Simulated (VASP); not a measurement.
# Ga (C2/c) in VASP: further runs, part 2 of 3

VASP 6.6.1. Earlier steps stand in the parts before.

## Step 4: Electric field gradients, PBE (19.28 Å³/atom)

This run uses another cell than the first one, of 19.28 Å³/atom.

File INCAR:

```
SYSTEM = Ga
PREC     = Accurate       ! precision mode
ENCUT    = 520            ! plane-wave cutoff, eV
EDIFF    = 1E-8           ! SCF threshold, eV
ISMEAR   = -1             ! smearing method
SIGMA    = 0.03           ! smearing width, eV
LREAL    = .FALSE.        ! projectors in reciprocal space
LASPH    = .TRUE.         ! aspherical terms in the spheres
NELM     = 80             ! most SCF steps
ALGO     = Normal         ! electronic algorithm
ISIF     = 2              ! what is computed and relaxed
LWAVE    = .FALSE.        ! write WAVECAR
LCHARG   = .FALSE.        ! write CHGCAR
GGA      = PE             ! functional
LEFG     = .TRUE.       
NBANDS   = 20             ! bands
```

File KPOINTS:

```
Automatic mesh
0
G
  14 14 11
  0 0 0
```

File POSCAR:

```
Ga
1.0
    1.4011994555     -4.0794863395      0.0000000000
    1.4011994555      4.0794863395      0.0000000000
   -0.1189955720      0.0000000000      3.3737498936
Ga
2
Direct
    0.8690000000      0.1310000000      0.2500000000
    0.1310000000      0.8690000000      0.7500000000
```

Potentials or basis: VASP PAW PBE potentials, release 64 (Ga_d).

Started as:

```console
$ cat potpaw_PBE.64/Ga_d/POTCAR > POTCAR
$ mpirun -np 1 vasp_std > vasp.out
```

OUTCAR:

```text
SYSTEM = Ga
   PREC = Accurate
   ENCUT = 520
   EDIFF = 1E-8
   ISMEAR = -1
   LREAL = .FALSE.
   LASPH = .TRUE.
   NELM = 80
   ISIF = 2
   GGA = PE

 ion  position               nearest neighbor table
   1  0.869  0.131  0.250-   2 2.72   2 2.72   2 2.90   2 2.90
   2  0.131  0.869  0.750-   1 2.72   1 2.72   1 2.90   1 2.90

  LATTYP: Found a base centered monoclinic cell.
 ALAT       =     2.8023989110
 B/A-ratio  =     2.9114244396
 C/A-ratio  =     1.2046278548
 COS(beta)  =    -0.0352490928

  Lattice vectors:

 A1 = (   1.4011994555,  -4.0794863395,   0.0000000000)
 A2 = (   1.4011994555,   4.0794863395,   0.0000000000)
 A3 = (  -0.1189955720,   0.0000000000,   3.3737498936)

Analysis of symmetry for initial positions (statically):
=====================================================================
 Subroutine PRICEL returns:
 Original cell was already a primitive cell.

 Routine SETGRP: Setting up the symmetry group for a
 base centered monoclinic supercell.

 Subroutine GETGRP returns: Found  4 space group operations
 (whereof  2 operations were pure point group operations)
 out of a pool of  4 trial point group operations.

The static configuration has the point symmetry S_2 .
 The point group associated with its full space group is C_2h.

Analysis of symmetry for dynamics (positions and initial velocities):
=====================================================================
 Subroutine PRICEL returns:
 Original cell was already a primitive cell.

 Routine SETGRP: Setting up the symmetry group for a
 base centered monoclinic supercell.

 Subroutine GETGRP returns: Found  4 space group operations
 (whereof  2 operations were pure point group operations)
 out of a pool of  4 trial point group operations.

The dynamic configuration has the point symmetry S_2 .
 The point group associated with its full space group is C_2h.

 Subroutine INISYM returns: Found  4 space group operations
 (whereof  2 operations are pure point group operations),
 and found     1 'primitive' translations

----------------------------------------------------------------------------------------

                                     Primitive cell

  volume of cell :      38.5699

  direct lattice vectors                    reciprocal lattice vectors
     1.401199456 -4.079486339  0.000000000     0.356837136 -0.122564450  0.012586007
     1.401199456  4.079486339  0.000000000     0.356837136  0.122564450  0.012586007
    -0.118995572  0.000000000  3.373749894     0.000000000  0.000000000  0.296406086

  length of vectors
     4.313417289  4.313417289  3.375847788     0.377509196  0.377509196  0.296406086

  position of ions in fractional coordinates (direct lattice)
     0.869000000  0.131000000  0.250000000
     0.131000000  0.869000000  0.750000000

  ion indices of the primitive-cell ions
   primitive index   ion index
                 1           1
                 2           2

----------------------------------------------------------------------------------------

 KPOINTS: Automatic mesh

Automatic generation of k-mesh.
 Grid dimensions read from file:
[... 73 lines left out ...]
   POTIM  = 0.5000    time-step for ionic-motion
   TEBEG  =    0.0;   TEEND  =   0.0 temperature during run
   PSTRESS=    0.0 pullay stress
   NELECT =      26.0000    total number of electrons
   NUPDOWN=      -1.0000    fix difference up-down
   EMIN   =  10.00;   EMAX   =-10.00  energy-range for DOS
   EFERMI =   0.00;   METHOD = LEGACY
   ISMEAR =    -1;   SIGMA  =   0.03  broadening in eV -4-tet -1-fermi 0-gaus
   EFERMI_NEDOS =   21; number of points for ismear=-14 and -15
   IALGO  =     38    algorithm
   IMIX   =      4    mixing-type and parameters
     AMIX     =   0.40;   BMIX     =  1.00
     AMIX_MAG =   1.60;   BMIX_MAG =  1.00
  volume/ion in A,a.u.               =      19.28       130.14
  Fermi-wavevector in a.u.,A,eV,Ry     =   1.435434  2.712577 28.034400  2.060470
  Thomas-Fermi vector in A             =   2.554733
   LORBIT       =      0    0 simple, 1 ext, 2 COOP (PROOUT), +10 PAW based schemes
   GGA     = PE    functional components
   LHFCALC =     F    Hartree Fock is set to
   AEXX    =    0.0000 exact exchange contribution
   IVDW    =     0    specifies the selected vdW correction
   LEPSILON=     F    determine dielectric tensor
   LRPA    =     F    only Hartree local field effects (RPA)
 non-spin polarized calculation
  energy-cutoff  :      520.00
  volume of cell :       38.57
 maximum number of plane-waves:      1055
   NGX = 17   NGY = 17   NGZ = 13

 number of electron      26.0000011 magnetization

 Free energy of the ion-electron system (eV)
  ---------------------------------------------------
  ext. energy  EPLUGINS =         0.00000000
  ---------------------------------------------------
  free energy    TOTEN  =        -5.77899556 eV

  energy without entropy =       -5.77712863  energy(sigma->0) =       -5.77806209

 E-fermi :   5.2933     XC(G=0): -10.8629

 val. band max:        5.2902700756   @ k =   0.5000   0.0000   0.0909
 cond. band min:       5.3054784458   @ k =  -0.2143   0.5000   0.3636
 fundamental gap:      0.0152083702
 Fermi energy:         5.2932593594

 k-point     1 :       0.0000    0.0000    0.0000
  band No.  band energies     occupation
      1      -9.8109      2.00000
      2      -9.7997      2.00000
      3      -9.7698      2.00000
      4      -9.7432      2.00000
      5      -9.4995      2.00000
      6      -9.4973      2.00000
[... 541 lines left out ...]
     19      16.2556      0.00000
     20      17.3922      0.00000

 [... further k-points ...]

------------------------ aborting loop because EDIFF is reached ----------------------------------------

  FORCE on cell =-STRESS in cart. coord.  units (eV):
  Direction    XX          YY          ZZ          XY          YZ          ZX
  --------------------------------------------------------------------------------------
  -------------------------------------------------------------------------------------
  Total       -0.0371625     -0.0205944     -0.0904907      0.0000000      0.0000000     -0.0127444
  in kB       -1.5437166     -0.8554828     -3.7589466      0.0000000      0.0000000     -0.5293983
  external PRESSURE =      -2.0527153 kB  Pullay stress =       0.0000000 kB

 VOLUME and BASIS-vectors are now :
 -----------------------------------------------------------------------------
  energy-cutoff  :      520.00
  volume of cell :       38.57
      direct lattice vectors                 reciprocal lattice vectors
     1.401199456 -4.079486339  0.000000000     0.356837136 -0.122564450  0.012586007
     1.401199456  4.079486339  0.000000000     0.356837136  0.122564450  0.012586007
    -0.118995572  0.000000000  3.373749894     0.000000000  0.000000000  0.296406086

 POSITION                                       TOTAL-FORCE (eV/Angst)
 -----------------------------------------------------------------------------------
      1.37145     -3.01066      0.84344        -0.000000      0.169125      0.000000
      1.31195      3.01066      2.53031         0.000000     -0.169125     -0.000000
 -----------------------------------------------------------------------------------
    total drift:                                0.000000      0.000000     -0.000000

  FREE ENERGIE OF THE ION-ELECTRON SYSTEM (eV)
  ---------------------------------------------------
  free  energy   TOTEN  =        -5.7789955551 eV

  energy  without entropy=       -5.7771286324  energy(sigma->0) =       -5.77806209

 Electric field gradients (V/A^2)
---------------------------------------------------------------------
 ion       V_xx      V_yy      V_zz      V_xy      V_xz      V_yz
---------------------------------------------------------------------
   1      -5.894   -17.379    23.273     0.000    -2.387    -0.000
   2      -5.894   -17.379    23.273     0.000    -2.387    -0.000
---------------------------------------------------------------------

 Electric field gradients after diagonalization (V/A^2)
 (convention: |V_zz| > |V_xx| > |V_yy|)
----------------------------------------------------------------------
 ion       V_xx      V_yy      V_zz     asymmetry (V_yy - V_xx)/ V_zz
----------------------------------------------------------------------
   1     -17.379    -6.088    23.467       0.481
   2     -17.379    -6.088    23.467       0.481
----------------------------------------------------------------------

           NMR quadrupolar parameters

 Cq : quadrupolar parameter    Cq=e*Q*V_zz/h
 eta: asymmetry parameters     (V_yy - V_xx)/ V_zz
 Q  : nuclear electric quadrupole moment in mb (millibarn)
----------------------------------------------------------------------
 ion       Cq(MHz)       eta       Q (mb)
----------------------------------------------------------------------
   1       0.057       0.481       1.000
   2       0.057       0.481       1.000
----------------------------------------------------------------------
```

Wall time 3.5 min (1 thread of Intel Xeon Platinum 8488C (Sapphire Rapids), shared host); peak memory 0.46 GiB.

What came out:

```yaml
Free_energy: -5.7790 eV
Pressure: -0.2 GPa
Largest_force: 0.169 eV/Å
Band_gap_on_the_k_mesh: zero (bands 13 and 14 overlap by 7.73 eV)
Largest_electric_field_gradient_by_atom: Ga +23.5 V/Å²
```

Forces on the atoms (eV/Å):
```
Ga   0.000  0.169  0.000
Ga   0.000 -0.169  0.000
```

Stress tensor (GPa, compression positive):
```
-0.15  0.00 -0.05
 0.00 -0.09  0.00
-0.05  0.00 -0.38
```

Electric field gradients, principal values (V/Å²):
```csv
atom,least,middle,greatest (by size)
1 Ga,-6.088,-17.379,23.467
2 Ga,-6.088,-17.379,23.467
```

Caveat: without QUAD_EFG the Cq values of the log hold for a quadrupole moment of 1 mb, not for the nuclei.

## Step 5: Electric field gradients, PBE (19.47 Å³/atom)

This run uses another cell than the first one, of 19.47 Å³/atom.

File INCAR:

```
ALGO = Normal ; EDIFF = 1E-8
ENCUT = 520 ; GGA = PE
ISIF = 2 ; ISMEAR = -1
LASPH = True ; LCHARG = False
LEFG = True ; LREAL = False
LWAVE = False ; NBANDS = 20
NELM = 60 ; PREC = Accurate
SIGMA = 0.03
```

File KPOINTS:

```
k-points
0
Gamma
  14 14 11
```

File POSCAR:

```
Ga
1.0
    1.4056761615     -4.0925199307      0.0000000000
    1.4056761615      4.0925199307      0.0000000000
   -0.1193757521      0.0000000000      3.3845287204
Ga
2
Direct
    0.8690000000      0.1310000000      0.2500000000
    0.1310000000      0.8690000000      0.7500000000
```

Potentials or basis: VASP PAW PBE potentials, release 64 (Ga_d).

Started as:

```console
$ cat potpaw_PBE.64/Ga_d/POTCAR > POTCAR
$ mpirun -np 1 vasp_std > vasp.out
```

OUTCAR:

```text
EDIFF = 1E-8
   ENCUT = 520
   GGA = PE
   ISIF = 2
   ISMEAR = -1
   LASPH = True
   LREAL = False
   NELM = 60
   PREC = Accurate

 ion  position               nearest neighbor table
   1  0.869  0.131  0.250-   2 2.73   2 2.73   2 2.91   2 2.91
   2  0.131  0.869  0.750-   1 2.73   1 2.73   1 2.91   1 2.91

  LATTYP: Found a base centered monoclinic cell.
 ALAT       =     2.8113523230
 B/A-ratio  =     2.9114244396
 C/A-ratio  =     1.2046278548
 COS(beta)  =    -0.0352490928

  Lattice vectors:

 A1 = (   1.4056761615,  -4.0925199307,   0.0000000000)
 A2 = (   1.4056761615,   4.0925199307,   0.0000000000)
 A3 = (  -0.1193757521,   0.0000000000,   3.3845287204)

Analysis of symmetry for initial positions (statically):
=====================================================================
 Subroutine PRICEL returns:
 Original cell was already a primitive cell.

[... 744 lines left out ...]
  volume of cell :       38.94
      direct lattice vectors                 reciprocal lattice vectors
     1.405676161 -4.092519931  0.000000000     0.355700704 -0.122174115  0.012545924
     1.405676161  4.092519931  0.000000000     0.355700704  0.122174115  0.012545924
    -0.119375752  0.000000000  3.384528720     0.000000000  0.000000000  0.295462111

 POSITION                                       TOTAL-FORCE (eV/Angst)
 -----------------------------------------------------------------------------------
      1.37583     -3.02028      0.84613        -0.000000      0.163525      0.000000
      1.31614      3.02028      2.53840         0.000000     -0.163525     -0.000000
 -----------------------------------------------------------------------------------
    total drift:                                0.000000      0.000000     -0.000000

  FREE ENERGIE OF THE ION-ELECTRON SYSTEM (eV)
  ---------------------------------------------------
  free  energy   TOTEN  =        -5.7780179542 eV

  energy  without entropy=       -5.7761386538  energy(sigma->0) =       -5.77707830

 Electric field gradients (V/A^2)
---------------------------------------------------------------------
 ion       V_xx      V_yy      V_zz      V_xy      V_xz      V_yz
---------------------------------------------------------------------
   1      -5.776   -17.200    22.976     0.000    -2.360     0.000
   2      -5.776   -17.200    22.976     0.000    -2.360     0.000
---------------------------------------------------------------------

 Electric field gradients after diagonalization (V/A^2)
 (convention: |V_zz| > |V_xx| > |V_yy|)
----------------------------------------------------------------------
 ion       V_xx      V_yy      V_zz     asymmetry (V_yy - V_xx)/ V_zz
----------------------------------------------------------------------
   1     -17.200    -5.968    23.169       0.485
   2     -17.200    -5.968    23.169       0.485
----------------------------------------------------------------------

           NMR quadrupolar parameters

 Cq : quadrupolar parameter    Cq=e*Q*V_zz/h
 eta: asymmetry parameters     (V_yy - V_xx)/ V_zz
 Q  : nuclear electric quadrupole moment in mb (millibarn)
----------------------------------------------------------------------
 ion       Cq(MHz)       eta       Q (mb)
----------------------------------------------------------------------
   1       0.056       0.485       1.000
   2       0.056       0.485       1.000
----------------------------------------------------------------------
```

OSZICAR:

```text
N       E                     dE             d eps       ncg     rms          rms(c)
DAV:   1     0.131493754251E+03    0.13149E+03   -0.13253E+04 24396   0.243E+03
DAV:   2     0.570112099363E+01   -0.12579E+03   -0.12264E+03 23900   0.382E+02
DAV:   3    -0.564839585817E+01   -0.11350E+02   -0.11290E+02 26292   0.945E+01
DAV:   4    -0.582282585203E+01   -0.17443E+00   -0.17433E+00 26620   0.129E+01
DAV:   5    -0.582576432646E+01   -0.29385E-02   -0.29383E-02 26772   0.165E+00    0.132E+00
DAV:   6    -0.578599954403E+01    0.39765E-01   -0.82570E-02 31600   0.460E+00    0.690E-01
DAV:   7    -0.577876882888E+01    0.72307E-02   -0.16810E-02 32820   0.172E+00    0.194E-01
DAV:   8    -0.577799990357E+01    0.76893E-03   -0.21433E-03 25372   0.632E-01    0.188E-02
DAV:   9    -0.577801702421E+01   -0.17121E-04   -0.10148E-04 26304   0.101E-01    0.738E-03
DAV:  10    -0.577801816946E+01   -0.11453E-05   -0.76745E-06 26288   0.324E-02    0.192E-03
DAV:  11    -0.577801806241E+01    0.10705E-06   -0.95092E-07 27344   0.115E-02    0.527E-04
DAV:  12    -0.577801802595E+01    0.36458E-07   -0.10196E-07 27980   0.380E-03    0.180E-04
DAV:  13    -0.577801795545E+01    0.70502E-07   -0.14119E-08 16888   0.173E-03    0.640E-05
DAV:  14    -0.577801795417E+01    0.12824E-08   -0.24724E-09 13152   0.683E-04
   1 F= -.57780180E+01 E0= -.57770783E+01  d E =-.187930E-02
```

It took 5.5 min on 1 thread of AMD EPYC 7R13 (Zen 3), shared host; peak memory 0.43 GiB.

What came out:

* Free energy: -5.7780 eV
* Pressure: -0.6 GPa
* Largest force: 0.164 eV/Å
* Band gap on the k mesh: zero (bands 13 and 14 overlap by 7.67 eV)
* Largest electric field gradient by atom: Ga +23.2 V/Å²

Forces on the atoms (eV/Å):
```
Ga   0.000  0.164  0.000
Ga   0.000 -0.164  0.000
```

Electric field gradients, principal values (V/Å²):
```tsv
atom	least	middle	greatest (by size)
1 Ga	-5.968	-17.200	23.169
2 Ga	-5.968	-17.200	23.169
```

Caveat: without QUAD_EFG the Cq values of the log hold for a quadrupole moment of 1 mb, not for the nuclei.

(Continued in part 3 of 3.)
